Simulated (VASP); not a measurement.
# Si62B (a cell with a defect) in VASP: notebook, part 2 of 3

VASP 6.6.1. Earlier steps stand in the parts before.

## Step 3: Single point, LDA, collinear spin, zero start

Contents of INCAR:

```
PREC = Accurate ; ENCUT = 520
EDIFF = 1E-7 ; ISMEAR = -1
SIGMA = 0.05 ; LREAL = Auto
LASPH = True ; NELM = 150
ALGO = Normal ; ISIF = 2
LWAVE = False ; LCHARG = True
ISPIN = 2 ; MAGMOM = 0 0 0 0 0 0 0 0 0 0 0 0 0 0 0 0 0 0 0 0 0 0 0 0 0 0 0 0 0 0 0 0 0 0 0 0 0 0 0 0 0 0 0 0 0 0 0 0 0 0 0 0 0 0 0 0 0 0 0 0 0 0 0
LORBIT = 11 ; GGA = CA
LELF = True ; LVHAR = True
NELECT = 249.0 ; NBANDS = 166
```

Contents of KPOINTS:

```
Automatic mesh
0
Gamma
  1 1 1
```

Contents of POSCAR:

```
Si62B
1.0
   10.8600000000      0.0000000000      0.0000000000
    0.0000000000     10.8600000000      0.0000000000
    0.0000000000      0.0000000000     10.8600000000
Si B
62 1
Direct
    0.5020637201     -0.0035085635      0.0011418969
    0.6217127993      0.1248870166      0.1265988950
    0.7479641805      0.2492637201      0.0036631676
    0.8759541436      0.3756098527      0.1248279006
    0.8761863720      0.1019278085      0.3507481584
   -0.0123296501     -0.0004233886      0.0192162063
    0.1294068140      0.1278425414      0.1231790055
    0.2536639963      0.2513368324     -0.0034069982
    0.3746241252      0.3783546961      0.1238452118
    0.5012503683      0.5036439227      0.0003002762
    0.6309430939      0.6298121547      0.1239732044
    0.7655476980      0.7653941068      0.0152552486
    0.2504600368      0.0013052486      0.2506536832
    0.3730156538      0.1273328729      0.3770001842
    0.4990854512      0.2498034991      0.2509767035
    0.6299475138      0.3710644567      0.3734300184
    0.7509902394      0.5012325046      0.2497559853
    0.8739383978      0.6320420810      0.3724780847
    0.4959906077      0.0017598527      0.5028971455
    0.6297834254      0.1239905157      0.6213895028
    0.7570565378      0.2342356354      0.4840220994
    0.8738833333      0.3684690608      0.6173848987
    0.7510650092      0.0002157459      0.7510489871
    0.8741742173      0.1246061694      0.8802457643
   -0.0003475138      0.5012098527     -0.0007515654
    0.1153260589      0.6329984346      0.1268983425
    0.2444702578      0.7515878453      0.0013174954
    0.3729614180      0.8749273481      0.1246793738
    0.0013992634      0.2482474217      0.2467697053
    0.1220602210      0.3766083794      0.3767913444
    0.2446641805      0.5033017495      0.2482254144
    0.3764182320      0.6219257827      0.3758390424
    0.4996541436      0.7498988950      0.2471786372
    0.6149179558      0.8724609576      0.3807941068
    0.0009895028     -0.0036345304      0.4967887661
    0.1221622468      0.1262523020      0.6254895028
    0.2469603131      0.2515393186      0.5011586556
    0.3756069061      0.3745395948      0.6247732965
    0.5027479742      0.4956230203      0.4981712707
    0.6220121547      0.6239301105      0.6250603131
    0.7479751381      0.7529664825      0.4999777164
    0.8758116943      0.8753044199      0.6253956722
    0.2442731123     -0.0012125230      0.7545480663
    0.3780900552      0.1249735727      0.8730872007
    0.5029108656      0.2484491713      0.7464896869
    0.6223267956      0.3748773481      0.8749531308
    0.7500574586      0.4962756906      0.7467677716
    0.8732028545      0.6262977901      0.8765972376
   -0.0128576427      0.7705850829      0.2463351750
    0.1287337017      0.8731914365      0.3758310313
   -0.0029740331      0.5034452118      0.4989275322
    0.1244961326      0.6253324125      0.6263847145
    0.2520414365      0.7469216390      0.5010210866
    0.3724366483      0.8730301105      0.6300185083
   -0.0022313076      0.2498907919      0.7514223757
    0.1256618785      0.3760174954      0.8743267035
    0.2506910681      0.5002893186      0.7496233886
    0.3723563536      0.6269404236      0.8771074586
    0.5011382136      0.7497665746      0.7536555249
    0.6314011971      0.8734363720      0.8792324125
   -0.0009725599      0.7502161142      0.7520834254
    0.1149522099      0.8778011971      0.8837494475
    0.8958802026     -0.1142787293      0.1330232965
```

Potentials or basis: VASP PAW LDA potentials, release 64 (Si, B).

Started as:

```sh
$ cat potpaw_LDA.64/Si/POTCAR potpaw_LDA.64/B/POTCAR > POTCAR
$ mpirun -np 1 vasp_gam > vasp.out
```

OUTCAR:

```text
PREC = Accurate
   ENCUT = 520
   EDIFF = 1E-7
   ISMEAR = -1
   LREAL = Auto
   LASPH = True
   NELM = 150
   ISIF = 2
   ISPIN = 2
   LORBIT = 11
   GGA = CA
   NELECT = 249.0

 ion  position               nearest neighbor table
   1  0.502  0.996  0.001-   2 2.34  28 2.35  60 2.35  44 2.39
   2  0.622  0.125  0.127-  15 2.33   3 2.34   1 2.34
   3  0.748  0.249  0.004-   2 2.34  24 2.35   4 2.36  46 2.38
   4  0.876  0.376  0.125-  29 2.35  25 2.35  17 2.35   3 2.36
   5  0.876  0.102  0.351-  29 2.38  35 2.38  21 2.42
   6  0.988  1.000  0.019-  63 2.01   7 2.36  24 2.38  62 2.41
   7  0.129  0.128  0.123-  29 2.33   8 2.35  13 2.35   6 2.36
   8  0.254  0.251  0.997-  44 2.35   7 2.35  56 2.35   9 2.35
   9  0.375  0.378  0.124-   8 2.35  10 2.35  31 2.38  15 2.38
  10  0.501  0.504  0.000-  46 2.35  58 2.35   9 2.35  11 2.38
  11  0.631  0.630  0.124-  17 2.35  33 2.35  10 2.38  12 2.39
[... 49 lines left out ...]
  61  0.999  0.750  0.752-  48 2.35  42 2.35  62 2.36  52 2.36
  62  0.115  0.878  0.884-  27 2.34  61 2.36  43 2.38   6 2.41
  63  0.896  0.886  0.133-   6 2.01  49 2.01  12 2.31

  LATTYP: Found a simple cubic cell.
 ALAT       =    10.8600000000

  Lattice vectors:

 A1 = (  10.8600000000,   0.0000000000,   0.0000000000)
 A2 = (   0.0000000000,  10.8600000000,   0.0000000000)
 A3 = (   0.0000000000,   0.0000000000,  10.8600000000)

Analysis of symmetry for initial positions (statically):
=====================================================================
 Subroutine PRICEL returns:
 Original cell was already a primitive cell.

 Routine SETGRP: Setting up the symmetry group for a
 simple cubic supercell.

 Subroutine GETGRP returns: Found  1 space group operations
 (whereof  1 operations were pure point group operations)
 out of a pool of 48 trial point group operations.

The static configuration has the point symmetry C_1 .

Analysis of symmetry for dynamics (positions and initial velocities):
=====================================================================
[... 420 lines left out ...]

 spin component 2

 k-point     1 :       0.0000    0.0000    0.0000
  band No.  band energies     occupation
      1      -6.3147      1.00000
      2      -5.2983      1.00000
      3      -5.2762      1.00000
      4      -5.2536      1.00000
      5      -5.2533      1.00000
      6      -5.2304      1.00000
[... 128 lines left out ...]
    135       6.6488      0.00000
    136       6.6809      0.00000
 [bands above 136 left out]

------------------------ aborting loop because EDIFF is reached ----------------------------------------

  FORCE on cell =-STRESS in cart. coord.  units (eV):
  Direction    XX          YY          ZZ          XY          YZ          ZX
  --------------------------------------------------------------------------------------
  -------------------------------------------------------------------------------------
  Total      -35.9679666    -38.4362952    -38.3150287     -2.2993104     -1.9598277     -2.9901979
  in kB      -44.9921755    -48.0797972    -47.9281054     -2.8761976     -2.4515401     -3.7404258
  external PRESSURE =     -47.0000260 kB  Pullay stress =       0.0000000 kB

 VOLUME and BASIS-vectors are now :
 -----------------------------------------------------------------------------
  energy-cutoff  :      520.00
  volume of cell :     1280.82
      direct lattice vectors                 reciprocal lattice vectors
    10.860000000  0.000000000  0.000000000     0.092081031  0.000000000  0.000000000
     0.000000000 10.860000000  0.000000000     0.000000000  0.092081031  0.000000000
     0.000000000  0.000000000 10.860000000     0.000000000  0.000000000  0.092081031

 POSITION                                       TOTAL-FORCE (eV/Angst)
 -----------------------------------------------------------------------------------
      5.45241     10.82190      0.01240         0.002442     -0.026898     -0.027481
      6.75180      1.35627      1.37486        -0.072046      0.117815     -0.059148
      8.12289      2.70700      0.03978         0.022034      0.025993     -0.039298
      9.51286      4.07912      1.35563        -0.002727      0.019967      0.008462
      9.51538      1.10694      3.80913        -0.201763      0.414985      0.422001
     10.72610     10.85540      0.20869         0.072585     -0.043136     -0.084876
[... 55 lines left out ...]
      1.24838      9.53292      9.59752         0.060802     -0.007305     -0.066660
      9.72926      9.61893      1.44463        -0.356860     -1.328435     -1.268701
 -----------------------------------------------------------------------------------
    total drift:                                0.013907      0.000597     -0.009753

  FREE ENERGIE OF THE ION-ELECTRON SYSTEM (eV)
  ---------------------------------------------------
  free  energy   TOTEN  =      -377.2145813998 eV

  energy  without entropy=     -377.0858554396  energy(sigma->0) =     -377.15021842

 total charge

# of ion       s       p       d       tot
------------------------------------------
    1        0.750   0.943   0.000   1.693
    2        0.789   0.851   0.000   1.640
    3        0.751   0.941   0.000   1.691
    4        0.747   0.953   0.000   1.700
    5        0.795   0.811   0.000   1.606
    6        0.745   0.937   0.000   1.683
[... 55 lines left out ...]
   62        0.754   0.928   0.000   1.681
   63        0.682   0.974   0.000   1.655
--------------------------------------------------
tot         47.237  59.080   0.000 106.317

 magnetization (x)

# of ion       s       p       d       tot
------------------------------------------
    1        0.000  -0.000   0.000  -0.000
    2        0.000   0.000   0.000   0.000
    3       -0.000  -0.000   0.000  -0.000
    4        0.000   0.000   0.000   0.000
    5       -0.000   0.000   0.000  -0.000
    6        0.000   0.000   0.000   0.000
[... 55 lines left out ...]
   62        0.000  -0.000   0.000  -0.000
   63        0.000   0.000   0.000   0.000
--------------------------------------------------
tot          0.000  -0.000   0.000   0.000
```

OSZICAR:

```text
N       E                     dE             d eps       ncg     rms          rms(c)
DAV:   1     0.119028810014E+04    0.11903E+04   -0.10735E+05   664   0.131E+03
DAV:   2    -0.220025832781E+03   -0.14103E+04   -0.13248E+04   874   0.213E+02
DAV:   3    -0.380822444936E+03   -0.16080E+03   -0.15496E+03   824   0.628E+01
DAV:   4    -0.385744324524E+03   -0.49219E+01   -0.48919E+01   784   0.135E+01
DAV:   5    -0.385882243269E+03   -0.13792E+00   -0.13760E+00   800   0.244E+00    0.279E+01
DAV:   6    -0.379700299959E+03    0.61819E+01   -0.60302E+00   832   0.396E+00    0.167E+01
DAV:   7    -0.377228350233E+03    0.24719E+01   -0.67220E+00   736   0.395E+00    0.262E+00
DAV:   8    -0.377219978441E+03    0.83718E-02   -0.47155E-01   792   0.126E+00    0.113E+00
DAV:   9    -0.377215367565E+03    0.46109E-02   -0.42869E-02   776   0.418E-01    0.556E-01
DAV:  10    -0.377214221266E+03    0.11463E-02   -0.13424E-02   752   0.191E-01    0.276E-01
DAV:  11    -0.377214498542E+03   -0.27728E-03   -0.12466E-03   800   0.686E-02    0.154E-01
DAV:  12    -0.377214553794E+03   -0.55252E-04   -0.12671E-04   784   0.227E-02    0.832E-02
DAV:  13    -0.377214580617E+03   -0.26824E-04   -0.41401E-05   824   0.133E-02    0.195E-02
DAV:  14    -0.377214581820E+03   -0.12022E-05   -0.10661E-05   784   0.610E-03    0.765E-03
DAV:  15    -0.377214581437E+03    0.38221E-06   -0.15781E-06   784   0.244E-03    0.431E-03
DAV:  16    -0.377214581400E+03    0.37606E-07   -0.48752E-07   712   0.124E-03
   1 F= -.37721458E+03 E0= -.37715022E+03  d E =-.128726E+00  mag=    -0.0000
```

Run time: 12 min. Hardware: 1 thread of Intel Xeon Platinum 8259CL at 2.50GHz (Skylake/Cascade Lake), shared host; peak memory 0.92 GiB.

What came out:

```
Free energy                                           : -377.2146 eV
Largest force                                         : 1.871 eV/Å
Net moment                                            : 0.00 μB per cell
Valence electrons inside the program's atomic spheres : Si 1.69, 1.64, 1.70, 1.61, 1.68, 1.71, 1.62, 1.67, 1.65 (each value once); B 1.66
```

Forces in eV/Å, atoms in the order of the input:
```
Si   0.002 -0.027 -0.027
Si  -0.072  0.118 -0.059
Si   0.022  0.026 -0.039
Si  -0.003  0.020  0.008
Si  -0.202  0.415  0.422
Si   0.073 -0.043 -0.085
Si  -0.054 -0.056  0.006
Si  -0.029 -0.010  0.038
Si   0.000  0.020 -0.031
Si   0.046  0.049  0.027
Si   0.068  0.071 -0.042
Si   0.360  0.435  0.411
Si   0.015 -0.007 -0.002
Si  -0.003 -0.004 -0.002
Si  -0.018  0.055  0.040
Si  -0.028  0.050  0.035
Si  -0.015  0.012 -0.003
Si   0.011 -0.030 -0.008
Si   0.016  0.026  0.015
Si  -0.027  0.029  0.041
Si  -0.022  0.143  0.141
Si   0.006  0.079  0.085
Si  -0.016 -0.002  0.009
Si   0.014 -0.031 -0.007
Si  -0.001  0.010 -0.008
Si   0.058 -0.057  0.000
Si   0.017 -0.006 -0.006
Si   0.010  0.007  0.012
Si  -0.040 -0.032 -0.015
Si  -0.006 -0.016  0.001
Si   0.021 -0.026  0.008
Si  -0.007  0.029  0.021
Si   0.023 -0.019 -0.026
Si  -0.014 -0.036  0.054
Si  -0.040 -0.009 -0.023
Si  -0.008  0.011 -0.004
Si  -0.001 -0.004 -0.002
Si  -0.010  0.005  0.004
Si  -0.015  0.023  0.007
Si  -0.006  0.007  0.022
Si   0.017 -0.033  0.020
Si  -0.007  0.010  0.017
Si   0.030 -0.001 -0.041
Si  -0.022  0.028  0.021
Si  -0.013  0.004  0.017
Si  -0.009  0.021  0.004
Si   0.033  0.082  0.081
Si  -0.014  0.113  0.108
Si   0.098 -0.106  0.016
Si  -0.040  0.011 -0.031
Si  -0.002 -0.010  0.004
Si  -0.006  0.000 -0.004
Si  -0.013  0.031 -0.006
Si   0.025 -0.018 -0.002
Si  -0.008 -0.002  0.006
Si  -0.012  0.001  0.005
Si   0.002  0.001  0.001
Si   0.009 -0.004 -0.004
Si   0.042  0.031  0.045
Si   0.055 -0.034  0.063
Si   0.005 -0.016 -0.004
Si   0.061 -0.007 -0.067
B   -0.357 -1.328 -1.269
```

Caveat: the k points lie up to 0.58 Å⁻¹ apart; the cell carries a net charge on a neutralising background, which shifts energy and pressure; the cell is charged against a uniform background, so pressure and absolute levels hang on convention.

(Part 2 of 3 ends here.)
